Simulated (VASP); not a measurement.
# CdSe (F-43m) in VASP: notebook, part 3 of 3

VASP 6.6.1. Earlier steps stand in the parts before.

**6. Relaxation of cell and atoms, PBEsol**

This run uses another cell than the first one, of 28.94 Å³/atom, 1.029 times its volume.

File INCAR:

```
PREC = Accurate
ENCUT = 600
EDIFF = 1E-6
ISMEAR = 0
SIGMA = 0.01
LREAL = F
LASPH = T
NELM = 100
ALGO = Normal
ISIF = 3
LWAVE = F
LCHARG = F
GGA = PS
IBRION = 2
NSW = 80
EDIFFG = -0.01
```

File KPOINTS:

```
Automatic mesh
0
Gamma
  6 6 6
```

File POSCAR:

```
CdSe
1.0
    0.0000000000      3.0702712000      3.0702712000
    3.0702712000      0.0000000000      3.0702712000
    3.0702712000      3.0702712000      0.0000000000
Cd Se
1 1
Direct
    0.0000000000      0.0000000000      0.0000000000
    0.7500000000      0.7500000000      0.7500000000
```

Potentials or basis: VASP PAW PBE potentials, release 64 (Cd, Se).

Command:

```bash
cat potpaw_PBE.64/Cd/POTCAR potpaw_PBE.64/Se/POTCAR > POTCAR
mpirun -np 1 vasp_std > vasp.out
```

OUTCAR:

```text
PREC = Accurate
   ENCUT = 600
   EDIFF = 1E-6
   ISMEAR = 0
   LREAL = F
   LASPH = T
   NELM = 100
   ISIF = 3
   GGA = PS
   IBRION = 2
   NSW = 80
   EDIFFG = -0.01

 ion  position               nearest neighbor table
   1  0.000  0.000  0.000-   2 2.66   2 2.66   2 2.66   2 2.66
   2  0.750  0.750  0.750-   1 2.66   1 2.66   1 2.66   1 2.66

  LATTYP: Found a face centered cubic cell.
 ALAT       =     6.1405424000

  Lattice vectors:

 A1 = (   0.0000000000,   3.0702712000,   3.0702712000)
 A2 = (   3.0702712000,   0.0000000000,   3.0702712000)
 A3 = (   3.0702712000,   3.0702712000,   0.0000000000)

Analysis of symmetry for initial positions (statically):
=====================================================================
 Subroutine PRICEL returns:
 Original cell was already a primitive cell.

 Routine SETGRP: Setting up the symmetry group for a
 face centered cubic supercell.

 Subroutine GETGRP returns: Found 24 space group operations
 (whereof 24 operations were pure point group operations)
 out of a pool of 48 trial point group operations.

The static configuration has the point symmetry T_d .
[... 144 lines left out ...]

 number of electron      17.9999997 magnetization

 Free energy of the ion-electron system (eV)
  ---------------------------------------------------
  ext. energy  EPLUGINS =         0.00000000
  ---------------------------------------------------
  free energy    TOTEN  =        -6.16844775 eV

  energy without entropy =       -6.16844775  energy(sigma->0) =       -6.16844775

------------------------ aborting loop because EDIFF is reached ----------------------------------------

  FORCE on cell =-STRESS in cart. coord.  units (eV):
  Direction    XX          YY          ZZ          XY          YZ          ZX
  --------------------------------------------------------------------------------------
  -------------------------------------------------------------------------------------
  Total       -0.4104455     -0.4104455     -0.4104455      0.0000000      0.0000000      0.0000000
  in kB      -11.3607203    -11.3607203    -11.3607203      0.0000000      0.0000000      0.0000000
  external PRESSURE =     -11.3607203 kB  Pullay stress =       0.0000000 kB
[... 59 lines left out ...]
--------------------------------------- Ionic step        3  -------------------------------------------

 number of electron      17.9999998 magnetization

 Free energy of the ion-electron system (eV)
  ---------------------------------------------------
  ext. energy  EPLUGINS =         0.00000000
  ---------------------------------------------------
  free energy    TOTEN  =        -6.17327799 eV

  energy without entropy =       -6.17327799  energy(sigma->0) =       -6.17327799

 E-fermi :   0.8765     XC(G=0):  -9.0739

 val. band max:        0.7740926212   @ k =   0.0000   0.0000   0.0000
 cond. band min:       1.2443646115   @ k =   0.0000   0.0000   0.0000
 fundamental gap:      0.4702719904
 Fermi energy:         0.8764997332

 k-point     1 :       0.0000    0.0000    0.0000
  band No.  band energies     occupation
      1     -11.8197      2.00000
      2      -7.1257      2.00000
      3      -7.1257      2.00000
      4      -7.1257      2.00000
      5      -6.7505      2.00000
      6      -6.7505      2.00000
      7       0.7741      2.00000
      8       0.7741      2.00000
      9       0.7741      2.00000
     10       1.2444      0.00000
     11       6.6259      0.00000
     12       6.6259      0.00000
     13       6.6259      0.00000
[... 267 lines left out ...]
  FREE ENERGIE OF THE ION-ELECTRON SYSTEM (eV)
  ---------------------------------------------------
  free  energy   TOTEN  =        -6.1732779875 eV

  energy  without entropy=       -6.1732779875  energy(sigma->0) =       -6.17327799

 reached required accuracy - stopping structural energy minimisation
```

CONTCAR:

```text
CdSe
   1.00000000000000
     0.0000000000000000    3.0465055447602696    3.0465055447602696
     3.0465055447602696    0.0000000000000000    3.0465055447602696
     3.0465055447602696    3.0465055447602696    0.0000000000000000
  Cd              Se
     1     1
Direct
     0.0000000000000000    0.0000000000000000    0.0000000000000000
     0.7500000000000000    0.7500000000000000    0.7500000000000000

  0.00000000E+00  0.00000000E+00  0.00000000E+00
  0.00000000E+00  0.00000000E+00  0.00000000E+00
```

It took 61 s on 1 thread of Intel Xeon 8259CL, shared host; peak memory 0.22 GiB.

Results:

| Item | Value |
| --- | --- |
| Free energy | -6.1733 eV |
| Relaxed volume | 28.28 Å³/atom |
| Relaxed cell | a = 4.308 Å, b = 4.308 Å, c = 4.308 Å, α = 60.00°, β = 60.00°, γ = 60.00° |
| Space group after relaxing (to 0.05 Å) | F-43m (No. 216) |
| Energy gained by relaxing | 2.4 meV/atom |
| Ionic steps | 3 |
| Pressure after relaxing | 0.0 GPa |
| Band gap on the k mesh | 0.47 eV, direct |

Step by step:
```tsv
step	energy change (eV)	largest force (eV/Å)	pressure (GPa)	volume (Å³)
1	0.0000	0.0000	-1.14	57.88
2	-0.0044	0.0000	0.33	56.18
3	-0.0048	0.0000	0.02	56.55
```

Final structure:
```
CELL_PARAMETERS angstrom
0.00000 3.04651 3.04651
3.04651 0.00000 3.04651
3.04651 3.04651 0.00000
ATOMIC_POSITIONS crystal
Cd 0.00000 0.00000 0.00000
Se 0.75000 0.75000 0.75000
```

Caveat: the PAW data sets were made with another functional, which shifts forces and pressure a little. As with any semilocal functional, this PBEsol gap is likely too small.

**7. Relaxation of cell and atoms, r2SCAN**

This run uses another cell than the first one, of 28.94 Å³/atom, 1.029 times its volume.

POSCAR is that of step 6.

File INCAR.step1:

```
SYSTEM = CdSe
ALGO     = Normal         ! electronic algorithm
EDIFF    = 1E-4           ! SCF threshold, eV
ENCUT    = 600            ! plane-wave cutoff, eV
GGA      = PE             ! functional
ISMEAR   = 0              ! smearing method
LASPH    = .TRUE.         ! aspherical terms in the spheres
LCHARG   = .FALSE.        ! write CHGCAR
LREAL    = .FALSE.        ! projectors in reciprocal space
LWAVE    = .TRUE.         ! write WAVECAR
NELM     = 60             ! most SCF steps
PREC     = Accurate       ! precision mode
SIGMA    = 0.01           ! smearing width, eV
```

File INCAR.step2:

```
SYSTEM = CdSe
ALGO     = Normal         ! electronic algorithm
EDIFF    = 1E-7           ! SCF threshold, eV
EDIFFG   = -0.01          ! ionic threshold
ENCUT    = 600            ! plane-wave cutoff, eV
IBRION   = 2              ! ionic algorithm
ISIF     = 3              ! what is computed and relaxed
ISMEAR   = 0              ! smearing method
ISTART   = 1            
LASPH    = .TRUE.         ! aspherical terms in the spheres
LCHARG   = .FALSE.        ! write CHGCAR
LMIXTAU  = .TRUE.       
LREAL    = .FALSE.        ! projectors in reciprocal space
LWAVE    = .FALSE.        ! write WAVECAR
METAGGA  = R2SCAN         ! meta-GGA
NELM     = 60             ! most SCF steps
NSW      = 80             ! ionic steps
PREC     = Accurate       ! precision mode
SIGMA    = 0.01           ! smearing width, eV
```

File KPOINTS:

```
k-points
0
G
  6 6 6
  0 0 0
```

Command:

```bash
cat potpaw_PBE.64/Cd/POTCAR potpaw_PBE.64/Se/POTCAR > POTCAR
cp INCAR.step1 INCAR
mpirun -np 1 vasp_std > vasp.out
cp INCAR.step2 INCAR
mpirun -np 1 vasp_std > vasp.out
```

It took 2.4 min on 1 thread of Intel Xeon 8259CL, shared host; peak memory 0.23 GiB.

It converged, with:

```yaml
Free_energy: -35.9136 eV
Pressure_after_relaxing: 0.0 GPa
Band_gap_on_the_k_mesh: 1.02 eV, direct
```

Final structure:
```xyz
2
Lattice="0.0000 3.0703 3.0703 3.0703 0.0000 3.0703 3.0703 3.0703 0.0000" Properties=species:S:1:pos:R:3 pbc="T T T"
Cd    0.0000    0.0000    0.0000
Se    4.6054    4.6054    4.6054
```

Levels at points of the mesh, in eV from the valence-band top:
| k point | band 6 | band 7 | band 8 | band 9 | band 10 | band 11 | band 12 | band 13 |
| --- | --- | --- | --- | --- | --- | --- | --- | --- |
| (0.00, 0.00, 0.00) | -7.71 | 0.00 | 0.00 | 0.00 | 1.02 | 6.47 | 6.47 | 6.47 |
| (0.50, 0.00, 0.00) | -7.43 | -4.26 | -0.72 | -0.72 | 2.82 | 6.92 | 6.92 | 7.73 |
| (0.50, 0.50, 0.00) | -7.36 | -3.96 | -1.79 | -1.79 | 3.50 | 4.12 | 9.55 | 10.78 |

Caveat: the relaxation stopped at its first step, so nothing moved; the PAW data sets were made with another functional, which shifts forces and pressure a little. r2SCAN opens gaps a little over a GGA but as a rule still falls short of measured ones.

**8. Overview**

| task | level | cell | cutoff (eV) | gap on the mesh (eV) | pressure (GPa) | relaxed volume (Å³/atom) |
| --- | --- | --- | --- | --- | --- | --- |
| single point | PBEsol | a = 4.301 Å, angles 60.0°, 2 atoms | 520 | 0.48 | 0.3 | - |
| single point | PBE | a = 4.382 Å, angles 60.0°, 2 atoms | 520 | 0.49 | 0.2 | - |
| single point | r2SCAN | a = 4.337 Å, angles 60.0°, 2 atoms | 520 | 1.03 | 0.2 | - |
| relaxation of cell and atoms | PBE | relaxed from a = 4.342 Å, angles 60.0°, 2 atoms | 600 | 0.48 | 0.0 | 29.88 |
| relaxation of cell and atoms | PBEsol | relaxed from a = 4.342 Å, angles 60.0°, 2 atoms | 600 | 0.47 | 0.0 | 28.28 |
| relaxation of cell and atoms | r2SCAN | relaxed from a = 4.342 Å, angles 60.0°, 2 atoms | 600 | 1.02 | 0.0 | - |

Alike in all rows: potentials or basis VASP PAW PBE potentials, release 64 (Cd, Se); no spin polarisation; k mesh 6 × 6 × 6; smearing gaussian 0.01 eV.

Caveats: the PAW data sets were made with another functional, which shifts forces and pressure a little (some runs); the relaxation stopped at its first step, so nothing moved (some runs).

Absolute energies hang on the potentials; compare differences alone.
